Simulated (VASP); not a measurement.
# ZrC2 (P6/mmm) in VASP: further runs

The runs below take ZrC2 through single point, with PBE.

Everything below comes from runs of VASP 6.6.1. Logs are shortened: lines on timing, memory, paths and dates and some standing lists are left out, and cuts for length are marked.

## (1) The cell of the first run

Symmetry: P6/mmm, No. 191, hexagonal system. The conventional cell has a = 3.209 Å, b = 3.209 Å, c = 3.294 Å, α = 90.00°, β = 90.00°, γ = 120.00°. Within 3.3 Å of Zr (site symmetry 6/mmm) lie 12 C at 2.48 Å and 8 Zr at 3.21 to 3.29 Å. C (site symmetry -6m2) has 3 C at 1.85 Å and 6 Zr at 2.48 Å within 2.5 Å.

## (2) Single point, PBE

Input file INCAR:

```
PREC = Accurate
ENCUT = 520
EDIFF = 1E-6
ISMEAR = 0
SIGMA = 0.2
LREAL = False
LASPH = True
NELM = 60
ALGO = Normal
ISIF = 2
LWAVE = False
LCHARG = True
GGA = PE
LELF = True
LVHAR = True
NBANDS = 29
```

Input file KPOINTS:

```
Automatic mesh
0
Gamma
  6 6 4
```

Input file POSCAR:

```
ZrC2
1.0
   -3.2094459579      0.0000000000      0.0000000000
    0.0000000000      0.0000000000     -3.2937299205
    0.0000000000     -5.5589234633      0.0000000000
Zr C
2 4
Direct
    0.5000000000      0.0000000000      0.5000000000
    0.0000000000      0.0000000000      0.0000000000
    0.0000000000      0.5000000000      0.6666666667
    0.5000000000      0.5000000000      0.1666666667
    0.5000000000      0.5000000000      0.8333333333
    0.0000000000      0.5000000000      0.3333333333
```

Potentials or basis: VASP PAW PBE potentials, release 64 (Zr_sv, C).

Started as:

```sh
> cat potpaw_PBE.64/Zr_sv/POTCAR potpaw_PBE.64/C/POTCAR > POTCAR
> mpirun -np 1 vasp_std > vasp.out
```

OUTCAR:

```text
PREC = Accurate
   ENCUT = 520
   EDIFF = 1E-6
   ISMEAR = 0
   LREAL = False
   LASPH = True
   NELM = 60
   ISIF = 2
   GGA = PE

 ion  position               nearest neighbor table
   1  0.500  0.000  0.500-   4 2.48   5 2.48   4 2.48   5 2.48   3 2.48   3 2.48   6 2.48   6 2.48
                             3 2.48   6 2.48   3 2.48   6 2.48   2 3.21   2 3.21   2 3.21   2 3.21
   2  0.000  0.000  0.000-   3 2.48   6 2.48   3 2.48   6 2.48   5 2.48   4 2.48   5 2.48   4 2.48
                             4 2.48   5 2.48   4 2.48   5 2.48   1 3.21   1 3.21   1 3.21   1 3.21
   3  0.000  0.500  0.667-   5 1.85   5 1.85   6 1.85   2 2.48   2 2.48   1 2.48   1 2.48   1 2.48
                             1 2.48
   4  0.500  0.500  0.167-   6 1.85   6 1.85   5 1.85   1 2.48   1 2.48   2 2.48   2 2.48   2 2.48
                             2 2.48
   5  0.500  0.500  0.833-   3 1.85   3 1.85   4 1.85   1 2.48   1 2.48   2 2.48   2 2.48   2 2.48
                             2 2.48
   6  0.000  0.500  0.333-   4 1.85   4 1.85   3 1.85   2 2.48   2 2.48   1 2.48   1 2.48   1 2.48
                             1 2.48

  LATTYP: Found a simple orthorhombic cell.
 ALAT       =     3.2094459579
 B/A-ratio  =     1.0262612188
 C/A-ratio  =     1.7320508076

  Lattice vectors:

 A1 = (  -3.2094459579,   0.0000000000,   0.0000000000)
 A2 = (   0.0000000000,   0.0000000000,  -3.2937299205)
 A3 = (   0.0000000000,  -5.5589234633,   0.0000000000)

Analysis of symmetry for initial positions (statically):
=====================================================================
 Subroutine PRICEL returns following result:

  LATTYP: Found a hexagonal cell.
 ALAT       =     3.2094459579
 C/A-ratio  =     1.0262612188

  Lattice vectors:

 A1 = (  -1.6047229789,  -2.7794617317,   0.0000000000)
 A2 = (  -1.6047229789,   2.7794617317,   0.0000000000)
 A3 = (   0.0000000000,   0.0000000000,  -3.2937299205)

   2 primitive cells build up your supercell.

 Routine SETGRP: Setting up the symmetry group for a
 simple orthorhombic supercell.

 Subroutine GETGRP returns: Found  8 space group operations
 (whereof  8 operations were pure point group operations)
 out of a pool of  8 trial point group operations.

The static configuration has the point symmetry D_2h.

Analysis of symmetry for dynamics (positions and initial velocities):
=====================================================================
 Subroutine PRICEL returns following result:

  LATTYP: Found a hexagonal cell.
 ALAT       =     3.2094459579
 C/A-ratio  =     1.0262612188

  Lattice vectors:

 A1 = (  -1.6047229789,  -2.7794617317,   0.0000000000)
 A2 = (  -1.6047229789,   2.7794617317,   0.0000000000)
 A3 = (   0.0000000000,   0.0000000000,  -3.2937299205)

   2 primitive cells build up your supercell.

 Routine SETGRP: Setting up the symmetry group for a
 simple orthorhombic supercell.

 Subroutine GETGRP returns: Found  8 space group operations
 (whereof  8 operations were pure point group operations)
 out of a pool of  8 trial point group operations.

The dynamic configuration has the point symmetry D_2h.

 Subroutine INISYM returns: Found  8 space group operations
 (whereof  8 operations are pure point group operations),
 and found     2 'primitive' translations

----------------------------------------------------------------------------------------

                                     Primitive cell

  volume of cell :      29.3818

  direct lattice vectors                    reciprocal lattice vectors
    -1.604722979 -2.779461732  0.000000000    -0.311580258 -0.179890946  0.000000000
    -1.604722979  2.779461732  0.000000000    -0.311580258  0.179890946  0.000000000
     0.000000000  0.000000000 -3.293729921     0.000000000  0.000000000 -0.303607164

  length of vectors
     3.209445958  3.209445958  3.293729921     0.359781892  0.359781892  0.303607164

  position of ions in fractional coordinates (direct lattice)
     1.000000000  0.000000000  0.000000000
     0.666666667  0.333333333  0.500000000
     0.333333333  0.666666667  0.500000000

  ion indices of the primitive-cell ions
   primitive index   ion index
                 1           1
                 2           4
                 3           5

----------------------------------------------------------------------------------------

 KPOINTS: Automatic mesh

Automatic generation of k-mesh.
 Grid dimensions read from file:
 generate k-points for:    6    6    4

 Generating k-lattice:

  Cartesian coordinates                     Fractional coordinates (reciprocal lattice)
    -0.051930043  0.000000000  0.000000000     0.166666667  0.000000000  0.000000000
     0.000000000  0.000000000 -0.050601194     0.000000000  0.166666667  0.000000000
     0.000000000 -0.044972736  0.000000000     0.000000000  0.000000000  0.250000000

  Length of vectors
     0.051930043  0.050601194  0.044972736

  Shift w.r.t. Gamma in fractional coordinates (k-lattice)
     0.000000000  0.000000000  0.000000000

 Subroutine IBZKPT returns following result:
 ===========================================

 Found     48 irreducible k-points:

 Following reciprocal coordinates:
            Coordinates               Weight
  0.000000  0.000000  0.000000      1.000000
  0.166667  0.000000  0.000000      2.000000
  0.333333  0.000000  0.000000      2.000000
  0.500000  0.000000  0.000000      1.000000
  0.000000  0.166667  0.000000      2.000000
  0.166667  0.166667  0.000000      4.000000
[... 16 lines left out ...]
  0.333333  0.166667  0.250000      8.000000
  0.500000  0.166667  0.250000      4.000000
 [... further k-points ...]
   k-points           NKPTS =     48   k-points in BZ     NKDIM =     48   number of bands    NBANDS=     29
   number of dos      NEDOS =    301   number of ions     NIONS =      6
   total plane-waves  NPLWV =  24192
   dimension x,y,z NGX =    24 NGY =   24 NGZ =   42
   dimension x,y,z NGXF=    48 NGYF=   48 NGZF=   84
   ions per type =               2   4
   NGX,Y,Z   is equivalent  to a cutoff of  12.43, 12.11, 12.56 a.u.
   NGXF,Y,Z  is equivalent  to a cutoff of  24.86, 24.23, 25.12 a.u.
 SYSTEM =  unknown system
   PREC   = accura    normal or accurate (medium, high low for compatibility)
   ISTART =      0    job   : 0-new  1-cont  2-samecut
   ICHARG =      2    charge: 1-file 2-atom 10-const
   ISPIN  =      1    spin polarized calculation?
   LNONCOLLINEAR =      F non collinear calculations
   LSORBIT =      F    spin-orbit coupling
   LASPH  =      T    aspherical Exc in radial PAW
   ENCUT  =  520.0 eV  38.22 Ry    6.18 a.u.   5.97  6.12 10.34*2*pi/ulx,y,z
   NELM   =     60;   NELMIN=  2; NELMDL= -5     # of ELM steps
   EDIFF  = 0.1E-05   stopping-criterion for ELM
   LREAL  =      F    real-space projection
   EDIFFG = 0.1E-04   stopping-criterion for IOM
   NSW    =      0    number of steps for IOM
   IBRION =     -1    ionic relax: 0-MD 1-quasi-New 2-CG
   NFREE  =      0    steps in history (QN), initial steepest desc. (CG)
   ISIF   =      2    stress and relaxation
   ISYM   =      2    0-nonsym 1-usesym 2-fastsym
   POTIM  = 0.5000    time-step for ionic-motion
   TEBEG  =    0.0;   TEEND  =   0.0 temperature during run
   PSTRESS=    0.0 pullay stress
   NELECT =      40.0000    total number of electrons
   NUPDOWN=      -1.0000    fix difference up-down
   EMIN   =  10.00;   EMAX   =-10.00  energy-range for DOS
   EFERMI =   0.00;   METHOD = LEGACY
   ISMEAR =     0;   SIGMA  =   0.20  broadening in eV -4-tet -1-fermi 0-gaus
   EFERMI_NEDOS =   21; number of points for ismear=-14 and -15
   IALGO  =     38    algorithm
   IMIX   =      4    mixing-type and parameters
     AMIX     =   0.40;   BMIX     =  1.00
     AMIX_MAG =   1.60;   BMIX_MAG =  1.00
  volume/ion in A,a.u.               =       9.79        66.09
  Fermi-wavevector in a.u.,A,eV,Ry     =   1.440098  2.721390 28.216864  2.073881
  Thomas-Fermi vector in A             =   2.558880
   LORBIT       =      0    0 simple, 1 ext, 2 COOP (PROOUT), +10 PAW based schemes
   GGA     = PE    functional components
   LHFCALC =     F    Hartree Fock is set to
   AEXX    =    0.0000 exact exchange contribution
   IVDW    =     0    specifies the selected vdW correction
   LEPSILON=     F    determine dielectric tensor
   LRPA    =     F    only Hartree local field effects (RPA)
 non-spin polarized calculation
 Gauss-broadening in eV      SIGMA  =   0.20
  energy-cutoff  :      520.00
  volume of cell :       58.76
 maximum number of plane-waves:      1606
 NGX is ok and might be reduce to    24
   NGX = 11   NGY = 13   NGZ = 21

 number of electron      40.0000002 magnetization

 Free energy of the ion-electron system (eV)
  ---------------------------------------------------
  ext. energy  EPLUGINS =         0.00000000
  ---------------------------------------------------
  free energy    TOTEN  =       -49.41355177 eV

  energy without entropy =      -49.36097695  energy(sigma->0) =      -49.38726436

 E-fermi :  12.1818     XC(G=0): -12.9067

 val. band max:       12.1573909839   @ k =   0.0000   0.5000   0.0000
 cond. band min:      12.2077944074   @ k =   0.1667   0.3333   0.5000
 fundamental gap:      0.0504034235
 Fermi energy:        12.1818479537

 k-point     1 :       0.0000    0.0000    0.0000
  band No.  band energies     occupation
      1     -37.2710      2.00000
      2     -37.1659      2.00000
      3     -15.9285      2.00000
      4     -15.2316      2.00000
      5     -15.2013      2.00000
      6     -15.0712      2.00000
[... 21 lines left out ...]
     28      15.2041      0.00000
     29      15.2213      0.00000

 k-point     2 :       0.1667    0.0000    0.0000
  band No.  band energies     occupation
      1     -37.2511      2.00000
      2     -37.1598      2.00000
      3     -15.8506      2.00000
      4     -15.3561      2.00000
      5     -15.2012      2.00000
      6     -15.1866      2.00000
[... 696 lines left out ...]
 k-point    24 :       0.5000    0.1667    0.2500
  band No.  band energies     occupation
      1     -37.1560      2.00000
      2     -37.1560      2.00000
      3     -15.8172      2.00000
      4     -15.8172      2.00000
      5     -15.2643      2.00000
      6     -15.2643      2.00000
[... 21 lines left out ...]
     28      17.1278      0.00000
     29      17.9399      0.00000

 [... further k-points ...]

------------------------ aborting loop because EDIFF is reached ----------------------------------------

  FORCE on cell =-STRESS in cart. coord.  units (eV):
  Direction    XX          YY          ZZ          XY          YZ          ZX
  --------------------------------------------------------------------------------------
  -------------------------------------------------------------------------------------
  Total       -0.0647329      0.1442421      0.2521513      0.0000000      0.0000000     -0.0000000
  in kB       -1.7649268      3.9327263      6.8748464      0.0000000      0.0000000     -0.0000000
  external PRESSURE =       3.0142153 kB  Pullay stress =       0.0000000 kB

 VOLUME and BASIS-vectors are now :
 -----------------------------------------------------------------------------
  energy-cutoff  :      520.00
  volume of cell :       58.76
      direct lattice vectors                 reciprocal lattice vectors
    -3.209445958  0.000000000  0.000000000    -0.311580258  0.000000000  0.000000000
     0.000000000  0.000000000 -3.293729921     0.000000000  0.000000000 -0.303607164
     0.000000000 -5.558923463  0.000000000     0.000000000 -0.179890946  0.000000000

 POSITION                                       TOTAL-FORCE (eV/Angst)
 -----------------------------------------------------------------------------------
     -1.60472     -2.77946      0.00000         0.000000      0.000000      0.000000
      0.00000      0.00000      0.00000         0.000000      0.000000      0.000000
      0.00000     -3.70595     -1.64686        -0.000000      0.186773      0.000000
     -1.60472     -0.92649     -1.64686        -0.000000      0.186773     -0.000000
     -1.60472     -4.63244     -1.64686         0.000000     -0.186773     -0.000000
      0.00000     -1.85297     -1.64686         0.000000     -0.186773      0.000000
 -----------------------------------------------------------------------------------
    total drift:                               -0.000000      0.000000     -0.000000

  FREE ENERGIE OF THE ION-ELECTRON SYSTEM (eV)
  ---------------------------------------------------
  free  energy   TOTEN  =       -49.4135517663 eV

  energy  without entropy=      -49.3609769474  energy(sigma->0) =      -49.38726436
```

It took 30 s on 1 thread of AMD EPYC 9R45 (Zen 5), shared host; peak memory 0.17 GiB.

Results:

- Free energy: -49.4136 eV
- Pressure: 0.3 GPa
- Largest force: 0.187 eV/Å
- Band gap on the k mesh: zero (bands 20 and 21 overlap by 3.12 eV)

Forces on the atoms (eV/Å):
```
Zr   0.000  0.000  0.000
Zr   0.000  0.000  0.000
C    0.000  0.187  0.000
C    0.000  0.187  0.000
C    0.000 -0.187  0.000
C    0.000 -0.187  0.000
```

Stress tensor (GPa, compression positive):
```
-0.18  0.00  0.00
 0.00  0.39  0.00
 0.00  0.00  0.69
```

Levels at points of the mesh, in eV from the Fermi level:
```
           k point  band 18  band 19  band 20  band 21  band 22  band 23
(0.00, 0.00, 0.00)    -3.17    -2.92    -0.60     1.88     1.89     1.90
(0.50, 0.00, 0.00)    -2.35    -1.11    -1.11    -0.66    -0.66     3.37
(0.00, 0.50, 0.00)    -2.04    -1.90    -1.89    -0.44    -0.03    -0.02
(0.50, 0.50, 0.00)    -4.57     0.49     0.49     3.38     3.38     3.63
(0.00, 0.00, 0.50)    -3.26    -0.11    -0.11     0.95     0.95     1.83
(0.50, 0.00, 0.50)    -4.34    -0.61    -0.61     1.90     1.90     2.65
(0.00, 0.50, 0.50)    -3.33    -1.32    -1.32     1.51     1.51     1.58
(0.50, 0.50, 0.50)    -4.24    -0.42    -0.42     3.90     3.90     4.26
```

## (3) Single point, PBE (atoms taken out)

Input file INCAR:

```
PREC     = Accurate       # precision mode
ENCUT    = 520            # plane-wave cutoff, eV
EDIFF    = 1E-6           # SCF threshold, eV
ISMEAR   = 0              # smearing method
SIGMA    = 0.1            # smearing width, eV
LREAL    = F              # projectors in reciprocal space
LASPH    = T              # aspherical terms in the spheres
NELM     = 100            # most SCF steps
ALGO     = Normal         # electronic algorithm
ISIF     = 2              # what is computed and relaxed
LWAVE    = F              # write WAVECAR
LCHARG   = F              # write CHGCAR
GGA      = PE             # functional
NBANDS   = 17             # bands
```

Input file KPOINTS:

```
regular mesh
0
Gamma
  18 18 14
```

Input file POSCAR:

```
ZrC2
1.0
    3.2094459579      0.0000000000      0.0000000000
   -1.6047229789      2.7794617317      0.0000000000
    0.0000000000      0.0000000000      3.2937299205
Zr C
1 2
Direct
    0.0000000000      0.0000000000      0.0000000000
    0.3333333333      0.6666666667      0.5000000000
    0.6666666667      0.3333333333      0.5000000000
```

Potentials or basis: VASP PAW PBE potentials, release 64 (Zr_sv, C).

Started as:

```sh
> cat potpaw_PBE.64/Zr_sv/POTCAR potpaw_PBE.64/C/POTCAR > POTCAR
> mpirun -np 1 vasp_std > vasp.out
```

OUTCAR:

```text
PREC = Accurate
   ENCUT = 520
   EDIFF = 1E-6
   ISMEAR = 0
   LREAL = F
   LASPH = T
   NELM = 100
   ISIF = 2
   GGA = PE

 ion  position               nearest neighbor table
   1  0.000  0.000  0.000-   2 2.48   3 2.48   2 2.48   3 2.48   3 2.48   3 2.48   2 2.48   2 2.48
                             3 2.48   3 2.48   2 2.48   2 2.48
   2  0.333  0.667  0.500-   3 1.85   3 1.85   3 1.85   1 2.48   1 2.48   1 2.48   1 2.48   1 2.48
                             1 2.48
   3  0.667  0.333  0.500-   2 1.85   2 1.85   2 1.85   1 2.48   1 2.48   1 2.48   1 2.48   1 2.48
                             1 2.48

  LATTYP: Found a hexagonal cell.
 ALAT       =     3.2094459579
 C/A-ratio  =     1.0262612188

  Lattice vectors:

 A1 = (   3.2094459579,   0.0000000000,   0.0000000000)
 A2 = (  -1.6047229789,   2.7794617317,   0.0000000000)
 A3 = (   0.0000000000,   0.0000000000,   3.2937299205)

Analysis of symmetry for initial positions (statically):
=====================================================================
 Subroutine PRICEL returns:
 Original cell was already a primitive cell.

 Routine SETGRP: Setting up the symmetry group for a
[... 172 lines left out ...]

 val. band max:       12.1834975682   @ k =   0.2778   0.2778   0.1429
 cond. band min:      12.1872346582   @ k =   0.1667   0.0000   0.2143
 fundamental gap:      0.0037370900
 Fermi energy:        12.1852470827

 k-point     1 :       0.0000    0.0000    0.0000
  band No.  band energies     occupation
      1     -37.2695      2.00000
      2     -15.2314      2.00000
      3     -14.9976      2.00000
      4     -14.9976      2.00000
      5      -4.6822      2.00000
      6       6.4127      2.00000
[... 457 lines left out ...]
      4     -15.0711      2.00000
      5      -1.3866      2.00000
      6       0.1978      2.00000
[... 9 lines left out ...]
     16      19.3567      0.00000
     17      19.4764      0.00000

 [... further k-points ...]

------------------------ aborting loop because EDIFF is reached ----------------------------------------

  FORCE on cell =-STRESS in cart. coord.  units (eV):
  Direction    XX          YY          ZZ          XY          YZ          ZX
  --------------------------------------------------------------------------------------
  -------------------------------------------------------------------------------------
  Total        0.0368693      0.0368693      0.0510216      0.0000000      0.0000000     -0.0000000
  in kB        2.0104652      2.0104652      2.7821852      0.0000000      0.0000000     -0.0000000
  external PRESSURE =       2.2677052 kB  Pullay stress =       0.0000000 kB

 VOLUME and BASIS-vectors are now :
 -----------------------------------------------------------------------------
  energy-cutoff  :      520.00
  volume of cell :       29.38
      direct lattice vectors                 reciprocal lattice vectors
     3.209445958  0.000000000  0.000000000     0.311580258  0.179890946  0.000000000
    -1.604722979  2.779461732  0.000000000     0.000000000  0.359781892  0.000000000
     0.000000000  0.000000000  3.293729921     0.000000000  0.000000000  0.303607164

 POSITION                                       TOTAL-FORCE (eV/Angst)
 -----------------------------------------------------------------------------------
      0.00000      0.00000      0.00000         0.000000      0.000000      0.000000
     -0.00000      1.85297      1.64686        -0.000000     -0.000000      0.000000
      1.60472      0.92649      1.64686        -0.000000      0.000000     -0.000000
 -----------------------------------------------------------------------------------
    total drift:                               -0.000000      0.000000      0.000000

  FREE ENERGIE OF THE ION-ELECTRON SYSTEM (eV)
  ---------------------------------------------------
  free  energy   TOTEN  =       -24.7219946831 eV

  energy  without entropy=      -24.7175924564  energy(sigma->0) =      -24.71979357
```

It took 44 s on 1 thread of AMD EPYC 9R45 (Zen 5), shared host; peak memory 0.22 GiB.

What came out:

| Quantity | Value |
| --- | --- |
| Free energy | -24.7220 eV |
| Pressure | 0.2 GPa |
| Band gap on the k mesh | zero (bands 10 and 11 overlap by 4.35 eV) |

Caveat: the cell differs from its parent crystal (atoms taken out).

The gap in the log of VASP goes by the Fermi energy; the results here count the filled bands.